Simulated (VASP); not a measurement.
# Pt (Cmcm) in VASP: notebook, part 2 of 2

VASP 6.6.1. Earlier steps stand in the parts before.

### Step 3. Single point, LDA (strain +0.0400 x Voigt [1, -1, 0, 0, 0, 0])

The input, INCAR:

```
PREC     = Accurate       # precision mode
ENCUT    = 520            # plane-wave cutoff, eV
EDIFF    = 1E-6           # SCF threshold, eV
ISMEAR   = 0              # smearing method
SIGMA    = 0.15           # smearing width, eV
LREAL    = F              # projectors in reciprocal space
LASPH    = T              # aspherical terms in the spheres
NELM     = 80             # most SCF steps
ALGO     = Fast           # electronic algorithm
ISIF     = 2              # what is computed and relaxed
LWAVE    = F              # write WAVECAR
LCHARG   = F              # write CHGCAR
NBANDS   = 17             # bands
```

The input, KPOINTS:

```
Automatic mesh
0
Gamma
  21 21 10
```

The input, POSCAR:

```
Pt
1.0
    2.8710922404      0.0000000000      0.0000000000
   -1.4355461202      2.2951742924      0.0000000000
    0.0000000000      0.0000000000      4.7921340000
Pt
2
Direct
    0.6666666667      0.3333333333      0.7500000000
    0.3333333333      0.6666666667      0.2500000000
```

Potentials or basis: VASP PAW LDA potentials, release 64 (Pt).

The run is started by

```
cat potpaw_LDA.64/Pt/POTCAR > POTCAR
mpirun -np 1 vasp_std > vasp.out
```

OUTCAR:

```text
PREC = Accurate
   ENCUT = 520
   EDIFF = 1E-6
   ISMEAR = 0
   LREAL = F
   LASPH = T
   NELM = 80
   ISIF = 2

 ion  position               nearest neighbor table
   1  0.667  0.333  0.750-   2 2.84   2 2.84   2 2.90   2 2.90   2 2.90   2 2.90
   2  0.333  0.667  0.250-   1 2.84   1 2.84   1 2.90   1 2.90   1 2.90   1 2.90

  Warning from LATTYP: Monoclinic adjustment (A1->A3, A2->A1, A3->A2)!
  LATTYP: Found a base centered orthorhombic cell.
 ALAT       =     2.8710922404
 B/A-ratio  =     1.5988161300
 C/A-ratio  =     1.6690978898

  Lattice vectors:

 A1 = (   1.4355461202,  -2.2951742924,   0.0000000000)
 A2 = (   1.4355461202,   2.2951742924,   0.0000000000)
 A3 = (   0.0000000000,   0.0000000000,   4.7921340000)

Analysis of symmetry for initial positions (statically):
=====================================================================
 Subroutine PRICEL returns:
 Original cell was already a primitive cell.

 Routine SETGRP: Setting up the symmetry group for a
 base centered orthorhombic supercell.

 Subroutine GETGRP returns: Found  8 space group operations
 (whereof  4 operations were pure point group operations)
 out of a pool of  8 trial point group operations.

The static configuration has the point symmetry C_2h.
 The point group associated with its full space group is D_2h.

Analysis of symmetry for dynamics (positions and initial velocities):
=====================================================================
 Subroutine PRICEL returns:
 Original cell was already a primitive cell.

 Routine SETGRP: Setting up the symmetry group for a
 base centered orthorhombic supercell.

 Subroutine GETGRP returns: Found  8 space group operations
 (whereof  4 operations were pure point group operations)
 out of a pool of  8 trial point group operations.

The dynamic configuration has the point symmetry C_2h.
 The point group associated with its full space group is D_2h.

 Subroutine INISYM returns: Found  8 space group operations
 (whereof  4 operations are pure point group operations),
[... 115 lines left out ...]
     AMIX     =   0.40;   BMIX     =  1.00
     AMIX_MAG =   1.60;   BMIX_MAG =  1.00
  volume/ion in A,a.u.               =      15.79       106.55
  Fermi-wavevector in a.u.,A,eV,Ry     =   1.405899  2.656765 26.892637  1.976553
  Thomas-Fermi vector in A             =   2.528314
   LORBIT       =      0    0 simple, 1 ext, 2 COOP (PROOUT), +10 PAW based schemes
   GGA     = CA    functional components
   LHFCALC =     F    Hartree Fock is set to
   AEXX    =    0.0000 exact exchange contribution
   IVDW    =     0    specifies the selected vdW correction
   LEPSILON=     F    determine dielectric tensor
   LRPA    =     F    only Hartree local field effects (RPA)
 non-spin polarized calculation
 RMM-DIIS sequential band-by-band and
 Gauss-broadening in eV      SIGMA  =   0.15
  energy-cutoff  :      520.00
  volume of cell :       31.58
 maximum number of plane-waves:       876
 NGX is ok and might be reduce to    24
   NGX = 11   NGY = 11   NGZ = 17

 number of electron      20.0000002 magnetization

 Free energy of the ion-electron system (eV)
  ---------------------------------------------------
  ext. energy  EPLUGINS =         0.00000000
  ---------------------------------------------------
  free energy    TOTEN  =       -14.75817271 eV

  energy without entropy =      -14.71332119  energy(sigma->0) =      -14.73574695

 E-fermi :  10.2240     XC(G=0): -13.4139

 val. band max:       10.2228900114   @ k =   0.3810   0.2381   0.4000
 cond. band min:      10.2246661829   @ k =  -0.3333   0.0476   0.1000
 fundamental gap:      0.0017761715
 Fermi energy:        10.2239880154

 k-point     1 :       0.0000    0.0000    0.0000
  band No.  band energies     occupation
      1       0.5207      2.00000
      2       3.1462      2.00000
      3       6.1194      2.00000
      4       6.2410      2.00000
      5       6.5219      2.00000
      6       7.5411      2.00000
[... 457 lines left out ...]
      4       6.6629      2.00000
      5       6.9299      2.00000
      6       7.2847      2.00000
[... 9 lines left out ...]
     16      23.7439      0.00000
     17      24.2271      0.00000

 [... further k-points ...]

------------------------ aborting loop because EDIFF is reached ----------------------------------------

  FORCE on cell =-STRESS in cart. coord.  units (eV):
  Direction    XX          YY          ZZ          XY          YZ          ZX
  --------------------------------------------------------------------------------------
  -------------------------------------------------------------------------------------
  Total       -3.6593720     -1.2101068     -3.1627979      0.0000000      0.0000000      0.0000000
  in kB     -185.6630030    -61.3963458   -160.4686688      0.0000000      0.0000000      0.0000000
  external PRESSURE =    -135.8426726 kB  Pullay stress =       0.0000000 kB

 VOLUME and BASIS-vectors are now :
 -----------------------------------------------------------------------------
  energy-cutoff  :      520.00
  volume of cell :       31.58
      direct lattice vectors                 reciprocal lattice vectors
     2.871092240  0.000000000  0.000000000     0.348299503  0.217848379  0.000000000
    -1.435546120  2.295174292  0.000000000     0.000000000  0.435696759  0.000000000
     0.000000000  0.000000000  4.792134000     0.000000000  0.000000000  0.208675300

 POSITION                                       TOTAL-FORCE (eV/Angst)
 -----------------------------------------------------------------------------------
      1.43555      0.76506      3.59410         0.000000      0.027852      0.000000
     -0.00000      1.53012      1.19803         0.000000     -0.027852      0.000000
 -----------------------------------------------------------------------------------
    total drift:                               -0.000000      0.000000     -0.000000

  FREE ENERGIE OF THE ION-ELECTRON SYSTEM (eV)
  ---------------------------------------------------
  free  energy   TOTEN  =       -14.7581727121 eV

  energy  without entropy=      -14.7133211889  energy(sigma->0) =      -14.73574695
```

OSZICAR:

```text
N       E                     dE             d eps       ncg     rms          rms(c)
DAV:   1     0.999080144122E+02    0.99908E+02   -0.10511E+04 24724   0.113E+03
DAV:   2    -0.137215157365E+02   -0.11363E+03   -0.10789E+03 26586   0.245E+02
DAV:   3    -0.156214419090E+02   -0.18999E+01   -0.18744E+01 30323   0.315E+01
DAV:   4    -0.156310196901E+02   -0.95778E-02   -0.95760E-02 29623   0.233E+00
DAV:   5    -0.156311127260E+02   -0.93036E-04   -0.93036E-04 30211   0.240E-01    0.166E+01
RMM:   6    -0.148360674504E+02    0.79505E+00   -0.12020E+00 24733   0.804E+00    0.860E+00
RMM:   7    -0.147670022468E+02    0.69065E-01   -0.21859E-01 25537   0.341E+00    0.305E+00
RMM:   8    -0.147589296448E+02    0.80726E-02   -0.36390E-02 25669   0.149E+00    0.924E-01
RMM:   9    -0.147581616611E+02    0.76798E-03   -0.29307E-03 27385   0.403E-01    0.151E-01
RMM:  10    -0.147581859646E+02   -0.24303E-04   -0.35461E-04 27655   0.123E-01    0.126E-01
RMM:  11    -0.147581756643E+02    0.10300E-04   -0.45245E-05 27599   0.474E-02    0.494E-02
RMM:  12    -0.147581724859E+02    0.31784E-05   -0.13555E-05 27200   0.249E-02    0.556E-03
RMM:  13    -0.147581727121E+02   -0.22617E-06   -0.33384E-06 20507   0.107E-02
   1 F= -.14758173E+02 E0= -.14735747E+02  d E =-.448515E-01
```

stdout:

```text
POSCAR found type information on POSCAR Pt
 POSCAR found :  1 types and       2 ions
 scaLAPACK will be used
 LDA part: xc-table for (Slater(with rela. corr.)+CA(PZ))
 , standard interpolation
 POSCAR, INCAR and KPOINTS ok, starting setup
 FFT: planning ... GRIDC
 FFT: planning ... GRID_SOFT
 FFT: planning ... GRID
 WAVECAR not read
 entering main loop
```

Wall time 2.9 min (1 thread of AMD EPYC 9R45 (Zen 5), shared host); peak memory 0.37 GiB.

Results:

```
Free energy            : -14.7582 eV
Pressure               : -13.6 GPa
Largest force          : 0.028 eV/Å
Band gap on the k mesh : zero (bands 10 and 11 overlap by 1.50 eV)
```

Forces on the atoms (eV/Å):
```
Pt   0.000  0.028  0.000
Pt   0.000 -0.028  0.000
```

Levels at points of the mesh, in eV from the Fermi level:
```tsv
k point	band 8	band 9	band 10	band 11	band 12	band 13
(0.00, 0.00, 0.00)	-1.88	-1.67	-0.72	-0.30	-0.08	4.66
(0.00, 0.00, 0.50)	-2.74	-0.89	-0.89	-0.61	-0.61	11.91
```

Caveat: the cell differs from its parent crystal (strain +0.0400 x Voigt [1, -1, 0, 0, 0, 0]); the stress differs along the axes, from -19 to -6 GPa; spin-orbit coupling is left out, which moves the levels of the heavy elements.
